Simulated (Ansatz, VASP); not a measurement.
One calculation of CoO, two programs

```xyz
2
Lattice="0.0000 2.1315 2.1315 2.1315 0.0000 2.1315 2.1315 2.1315 0.0000" Properties=species:S:1:pos:R:3 pbc="T T T"
Co    0.0000    0.0000    0.0000
O     2.1315    2.1315    2.1315
```

Alike in both runs: task single point; functional PBE; k mesh 6 × 6 × 6; occupations gaussian, width 0.05 eV; collinear spin; Hubbard terms Co d U = 3.3 eV.

|  | VASP | Ansatz |
| --- | --- | --- |
| version | VASP 6.6.1 | Ansatz 0.2.0 |
| potentials or method | VASP PAW PBE potentials, release 64 (Co_sv, O), cutoff 700 eV | scalar-relativistic, plane waves, PAW |
| valence electrons in the cell | 23 | 23 |

```tsv
	VASP	Ansatz	Ansatz less VASP
pressure (GPa)	-1.2	8.2	+9.41
net moment per atom (μB)	1.50	1.50	0.000
size of the moment on the site where the two differ most (μB)	2.69	2.60	-0.092
```

Site moments also hang on the region over which each program counts them. The programs project onto different local orbitals, so the same U acts differently, and such runs can settle in different states. Ansatz's warnings: reached outside group.

The k mesh is coarse, so the values compare programs but aren't converged.
